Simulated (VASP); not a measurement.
# P in VASP: a series of runs

The runs below take P through single point, relaxation of cell and atoms, with PBE.

Everything below comes from runs of VASP 6.6.1. Logs are shortened: lines on timing, memory, paths and dates and some standing lists are left out, and cuts for length are marked.

### Step 1. The cell of the first run

The cell holds a slab with vacuum, 4 atoms: a = 3.402 Å, b = 35.909 Å, c = 4.520 Å, α = 90.00°, β = 90.00°, γ = 90.00°.

### Step 2. Single point, PBE (biaxial strain in the a-b plane: +3.0 %, then relaxed in part)

Contents of INCAR:

```
SYSTEM = P
PREC = Accurate
ENCUT = 520
EDIFF = 1E-6
ISMEAR = 0
SIGMA = 0.02
LREAL = .False.
LASPH = .True.
NELM = 80
ALGO = Normal
ISIF = 2
LWAVE = .False.
LCHARG = .False.
GGA = PE
NBANDS = 18
```

Contents of KPOINTS:

```
regular mesh
0
Gamma
  8 1 6
  0 0 0
```

Contents of POSCAR:

```
P
1.0
    3.4022130975      0.0000000000      0.0000000000
    0.0000000000     35.9088537013      0.0000000000
    0.0000000000      0.0000000000      4.5200363318
P
4
Direct
    0.0000000000      0.9705743070      0.5866631245
    0.0000000000      0.0294256930      0.4133368755
    0.5000000000      0.0294256930      0.0866631245
    0.5000000000      0.9705743070      0.9133368755
```

Potentials or basis: VASP PAW PBE potentials, release 64 (P).

Command:

```
cat potpaw_PBE.64/P/POTCAR > POTCAR
mpirun -np 1 vasp_std > vasp.out
```

OUTCAR:

```text
SYSTEM = P
   PREC = Accurate
   ENCUT = 520
   EDIFF = 1E-6
   ISMEAR = 0
   LREAL = .False.
   LASPH = .True.
   NELM = 80
   ISIF = 2
   GGA = PE

 ion  position               nearest neighbor table
   1  0.000  0.971  0.587-   4 2.25   4 2.25   2 2.25
   2  0.000  0.029  0.413-   3 2.25   3 2.25   1 2.25
   3  0.500  0.029  0.087-   2 2.25   2 2.25   4 2.25
   4  0.500  0.971  0.913-   1 2.25   1 2.25   3 2.25

  LATTYP: Found a simple orthorhombic cell.
 ALAT       =     3.4022130975
 B/A-ratio  =     1.3285576777
 C/A-ratio  =    10.5545574813

  Lattice vectors:

 A1 = (  -3.4022130975,   0.0000000000,   0.0000000000)
 A2 = (   0.0000000000,   0.0000000000,   4.5200363318)
 A3 = (   0.0000000000,  35.9088537013,   0.0000000000)

Analysis of symmetry for initial positions (statically):
=====================================================================
 Subroutine PRICEL returns:
 Original cell was already a primitive cell.

 Routine SETGRP: Setting up the symmetry group for a
 simple orthorhombic supercell.

 Subroutine GETGRP returns: Found  8 space group operations
 (whereof  4 operations were pure point group operations)
 out of a pool of  8 trial point group operations.

The static configuration has the point symmetry C_2h.
 The point group associated with its full space group is D_2h.

Analysis of symmetry for dynamics (positions and initial velocities):
=====================================================================
 Subroutine PRICEL returns:
 Original cell was already a primitive cell.

 Routine SETGRP: Setting up the symmetry group for a
 simple orthorhombic supercell.

 Subroutine GETGRP returns: Found  8 space group operations
 (whereof  4 operations were pure point group operations)
 out of a pool of  8 trial point group operations.

The dynamic configuration has the point symmetry C_2h.
 The point group associated with its full space group is D_2h.

 Subroutine INISYM returns: Found  8 space group operations
 (whereof  4 operations are pure point group operations),
 and found     1 'primitive' translations

----------------------------------------------------------------------------------------

                                     Primitive cell

  volume of cell :     552.2109

  direct lattice vectors                    reciprocal lattice vectors
     3.402213097  0.000000000  0.000000000     0.293926327  0.000000000  0.000000000
     0.000000000 35.908853701  0.000000000     0.000000000  0.027848285  0.000000000
     0.000000000  0.000000000  4.520036332     0.000000000  0.000000000  0.221237160

  length of vectors
     3.402213097 35.908853701  4.520036332     0.293926327  0.027848285  0.221237160

  position of ions in fractional coordinates (direct lattice)
     0.000000000  0.970574307  0.586663124
     0.000000000  0.029425693  0.413336876
     0.500000000  0.029425693  0.086663124
     0.500000000  0.970574307  0.913336876

  ion indices of the primitive-cell ions
   primitive index   ion index
                 1           1
                 2           2
                 3           3
                 4           4

----------------------------------------------------------------------------------------

 KPOINTS: regular mesh

Automatic generation of k-mesh.
 Grid dimensions read from file:
 generate k-points for:    8    1    6

 Generating k-lattice:

  Cartesian coordinates                     Fractional coordinates (reciprocal lattice)
     0.036740791  0.000000000  0.000000000     0.125000000  0.000000000  0.000000000
     0.000000000  0.027848285  0.000000000     0.000000000  1.000000000  0.000000000
     0.000000000  0.000000000  0.036872860     0.000000000  0.000000000  0.166666667

  Length of vectors
     0.036740791  0.027848285  0.036872860

  Shift w.r.t. Gamma in fractional coordinates (k-lattice)
     0.000000000  0.000000000  0.000000000

 Subroutine IBZKPT returns following result:
 ===========================================

 Found     20 irreducible k-points:

 Following reciprocal coordinates:
            Coordinates               Weight
  0.000000  0.000000  0.000000      1.000000
  0.125000  0.000000  0.000000      2.000000
  0.250000  0.000000  0.000000      2.000000
  0.375000  0.000000  0.000000      2.000000
  0.500000  0.000000  0.000000      1.000000
  0.000000  0.000000  0.166667      2.000000
[... 12 lines left out ...]
  0.375000  0.000000  0.500000      2.000000
  0.500000  0.000000  0.500000      1.000000
   k-points           NKPTS =     20   k-points in BZ     NKDIM =     20   number of bands    NBANDS=     18
   number of dos      NEDOS =    301   number of ions     NIONS =      4
   total plane-waves  NPLWV = 272160
   dimension x,y,z NGX =    28 NGY =  270 NGZ =   36
   dimension x,y,z NGXF=    56 NGYF=  540 NGZF=   72
   ions per type =               4
   NGX,Y,Z   is equivalent  to a cutoff of  13.68, 12.50, 13.24 a.u.
   NGXF,Y,Z  is equivalent  to a cutoff of  27.36, 25.00, 26.48 a.u.
 SYSTEM =  P
   PREC   = accura    normal or accurate (medium, high low for compatibility)
   ISTART =      0    job   : 0-new  1-cont  2-samecut
   ICHARG =      2    charge: 1-file 2-atom 10-const
   ISPIN  =      1    spin polarized calculation?
   LNONCOLLINEAR =      F non collinear calculations
   LSORBIT =      F    spin-orbit coupling
   LASPH  =      T    aspherical Exc in radial PAW
   ENCUT  =  520.0 eV  38.22 Ry    6.18 a.u.   6.33 66.77  8.40*2*pi/ulx,y,z
   NELM   =     80;   NELMIN=  2; NELMDL= -5     # of ELM steps
   EDIFF  = 0.1E-05   stopping-criterion for ELM
   LREAL  =      F    real-space projection
   EDIFFG = 0.1E-04   stopping-criterion for IOM
   NSW    =      0    number of steps for IOM
   IBRION =     -1    ionic relax: 0-MD 1-quasi-New 2-CG
   NFREE  =      0    steps in history (QN), initial steepest desc. (CG)
   ISIF   =      2    stress and relaxation
   ISYM   =      2    0-nonsym 1-usesym 2-fastsym
   POTIM  = 0.5000    time-step for ionic-motion
   TEBEG  =    0.0;   TEEND  =   0.0 temperature during run
   PSTRESS=    0.0 pullay stress
   NELECT =      20.0000    total number of electrons
   NUPDOWN=      -1.0000    fix difference up-down
   EMIN   =  10.00;   EMAX   =-10.00  energy-range for DOS
   EFERMI =   0.00;   METHOD = LEGACY
   ISMEAR =     0;   SIGMA  =   0.02  broadening in eV -4-tet -1-fermi 0-gaus
   EFERMI_NEDOS =   21; number of points for ismear=-14 and -15
   IALGO  =     38    algorithm
   IMIX   =      4    mixing-type and parameters
     AMIX     =   0.40;   BMIX     =  1.00
     AMIX_MAG =   1.60;   BMIX_MAG =  1.00
  volume/ion in A,a.u.               =     138.05       931.63
  Fermi-wavevector in a.u.,A,eV,Ry     =   0.541647  1.023565  3.991700  0.293382
  Thomas-Fermi vector in A             =   1.569322
   LORBIT       =      0    0 simple, 1 ext, 2 COOP (PROOUT), +10 PAW based schemes
   GGA     = PE    functional components
   LHFCALC =     F    Hartree Fock is set to
   AEXX    =    0.0000 exact exchange contribution
   IVDW    =     0    specifies the selected vdW correction
   LEPSILON=     F    determine dielectric tensor
   LRPA    =     F    only Hartree local field effects (RPA)
 non-spin polarized calculation
 Gauss-broadening in eV      SIGMA  =   0.02
  energy-cutoff  :      520.00
  volume of cell :      552.21
 maximum number of plane-waves:     14941
 NGX is ok and might be reduce to    28
   NGX = 13   NGY =133   NGZ = 17

 number of electron      20.0000000 magnetization

 Free energy of the ion-electron system (eV)
  ---------------------------------------------------
  ext. energy  EPLUGINS =         0.00000000
  ---------------------------------------------------
  free energy    TOTEN  =       -21.43121181 eV

  energy without entropy =      -21.43121181  energy(sigma->0) =      -21.43121181

 E-fermi :  -3.3667     XC(G=0):  -1.7186

 val. band max:       -3.4631970903   @ k =   0.0000   0.0000   0.0000
 cond. band min:      -2.4761328910   @ k =   0.0000   0.0000   0.0000
 fundamental gap:      0.9870641993
 Fermi energy:        -3.3666604003

 k-point     1 :       0.0000    0.0000    0.0000
  band No.  band energies     occupation
      1     -18.2861      2.00000
      2     -15.7131      2.00000
      3     -12.5457      2.00000
      4      -9.0004      2.00000
      5      -8.0699      2.00000
      6      -7.8529      2.00000
[... 10 lines left out ...]
     17       1.5371      0.00000
     18       1.6888      0.00000

 k-point     2 :       0.1250    0.0000    0.0000
  band No.  band energies     occupation
      1     -18.1133      2.00000
      2     -15.5315      2.00000
      3     -12.6917      2.00000
      4      -8.8707      2.00000
      5      -8.4035      2.00000
      6      -7.8600      2.00000
[... 10 lines left out ...]
     17       1.5457      0.00000
     18       1.7397      0.00000

 k-point     3 :       0.2500    0.0000    0.0000
  band No.  band energies     occupation
      1     -17.6005      2.00000
      2     -14.9893      2.00000
      3     -13.2990      2.00000
      4      -9.6980      2.00000
      5      -8.6333      2.00000
      6      -8.5209      2.00000
[... 10 lines left out ...]
     17       1.8512      0.00000
     18       2.0407      0.00000

 k-point     4 :       0.3750    0.0000    0.0000
  band No.  band energies     occupation
      1     -16.7685      2.00000
      2     -14.4147      2.00000
      3     -14.0956      2.00000
      4     -11.3586      2.00000
      5      -8.6270      2.00000
      6      -8.1450      2.00000
[... 10 lines left out ...]
     17       2.7324      0.00000
     18       2.7897      0.00000

 k-point     5 :       0.5000    0.0000    0.0000
  band No.  band energies     occupation
      1     -15.6664      2.00000
      2     -15.6664      2.00000
      3     -12.8702      2.00000
      4     -12.8702      2.00000
      5      -8.2177      2.00000
      6      -8.2177      2.00000
[... 10 lines left out ...]
     17       3.2868      0.00000
     18       3.2868      0.00000

 k-point     6 :       0.0000    0.0000    0.1667
  band No.  band energies     occupation
      1     -18.1451      2.00000
      2     -15.8975      2.00000
      3     -12.5936      2.00000
      4      -9.7241      2.00000
      5      -7.7138      2.00000
      6      -7.3078      2.00000
[... 10 lines left out ...]
     17       1.6464      0.00000
     18       1.7403      0.00000

 k-point     7 :       0.1250    0.0000    0.1667
  band No.  band energies     occupation
      1     -17.9734      2.00000
      2     -15.7245      2.00000
      3     -12.6749      2.00000
      4      -9.6964      2.00000
      5      -8.1079      2.00000
      6      -7.8502      2.00000
[... 10 lines left out ...]
     17       1.4713      0.00000
     18       1.9410      0.00000

 k-point     8 :       0.2500    0.0000    0.1667
  band No.  band energies     occupation
      1     -17.4650      2.00000
      2     -15.2258      2.00000
      3     -13.1113      2.00000
      4     -10.1188      2.00000
      5      -8.9714      2.00000
      6      -8.3506      2.00000
[... 10 lines left out ...]
     17       1.8752      0.00000
     18       2.0710      0.00000
[... 145 lines left out ...]
     17       2.7270      0.00000
     18       2.7270      0.00000

 k-point    16 :       0.0000    0.0000    0.5000
  band No.  band energies     occupation
      1     -17.1215      2.00000
      2     -17.1215      2.00000
      3     -11.8153      2.00000
      4     -11.8153      2.00000
      5      -6.3515      2.00000
      6      -6.3515      2.00000
[... 10 lines left out ...]
     17       2.7010      0.00000
     18       2.7010      0.00000

 k-point    17 :       0.1250    0.0000    0.5000
  band No.  band energies     occupation
      1     -16.9575      2.00000
      2     -16.9575      2.00000
      3     -11.7705      2.00000
      4     -11.7705      2.00000
      5      -7.4775      2.00000
      6      -7.4775      2.00000
[... 10 lines left out ...]
     17       2.9179      0.00000
     18       2.9180      0.00000

 k-point    18 :       0.2500    0.0000    0.5000
  band No.  band energies     occupation
      1     -16.4820      2.00000
      2     -16.4820      2.00000
      3     -11.8638      2.00000
      4     -11.8638      2.00000
      5      -8.8301      2.00000
      6      -8.8301      2.00000
[... 10 lines left out ...]
     17       2.6723      0.00000
     18       2.6723      0.00000

 k-point    19 :       0.3750    0.0000    0.5000
  band No.  band energies     occupation
      1     -15.7813      2.00000
      2     -15.7813      2.00000
      3     -12.5882      2.00000
      4     -12.5882      2.00000
      5      -8.9942      2.00000
      6      -8.9942      2.00000
[... 10 lines left out ...]
     17       3.2013      0.00000
     18       3.2013      0.00000

 k-point    20 :       0.5000    0.0000    0.5000
  band No.  band energies     occupation
      1     -15.3002      2.00000
      2     -15.3002      2.00000
      3     -13.1962      2.00000
      4     -13.1962      2.00000
      5      -8.3044      2.00000
      6      -8.3044      2.00000
[... 10 lines left out ...]
     17       2.8186      0.00000
     18       2.8186      0.00000

------------------------ aborting loop because EDIFF is reached ----------------------------------------

  FORCE on cell =-STRESS in cart. coord.  units (eV):
  Direction    XX          YY          ZZ          XY          YZ          ZX
  --------------------------------------------------------------------------------------
  -------------------------------------------------------------------------------------
  Total       -2.4450782     -0.1683657     -0.1672599      0.0000000      0.0000000      0.0000000
  in kB       -7.0941171     -0.4884941     -0.4852856      0.0000000      0.0000000      0.0000000
  external PRESSURE =      -2.6892989 kB  Pullay stress =       0.0000000 kB

 VOLUME and BASIS-vectors are now :
 -----------------------------------------------------------------------------
  energy-cutoff  :      520.00
  volume of cell :      552.21
      direct lattice vectors                 reciprocal lattice vectors
     3.402213097  0.000000000  0.000000000     0.293926327  0.000000000  0.000000000
     0.000000000 35.908853701  0.000000000     0.000000000  0.027848285  0.000000000
     0.000000000  0.000000000  4.520036332     0.000000000  0.000000000  0.221237160

 POSITION                                       TOTAL-FORCE (eV/Angst)
 -----------------------------------------------------------------------------------
      0.00000     34.85221      2.65174         0.000000      0.036522      0.028478
      0.00000      1.05664      1.86830         0.000000     -0.036522     -0.028478
      1.70111      1.05664      0.39172         0.000000     -0.036522      0.028478
      1.70111     34.85221      4.12832         0.000000      0.036522     -0.028478
 -----------------------------------------------------------------------------------
    total drift:                               -0.000000      0.000000     -0.000000

  FREE ENERGIE OF THE ION-ELECTRON SYSTEM (eV)
  ---------------------------------------------------
  free  energy   TOTEN  =       -21.4312118074 eV

  energy  without entropy=      -21.4312118074  energy(sigma->0) =      -21.43121181
```

Wall time 2 min (1 thread of Intel Xeon 6975P-C (Granite Rapids), shared host); peak memory 0.62 GiB.

What came out:

```yaml
Free_energy: -21.4312 eV
Largest_force: 0.046 eV/Å
Band_gap_on_the_k_mesh: 0.99 eV, direct
```

Forces in eV/Å, atoms in the order of the input:
```
P    0.000  0.037  0.028
P    0.000 -0.037 -0.028
P    0.000 -0.037  0.028
P    0.000  0.037 -0.028
```

Caveat: the cell differs from its parent crystal (biaxial strain in the a-b plane: +3.0 %, then relaxed in part).

(Continued in part 2 of 2.)
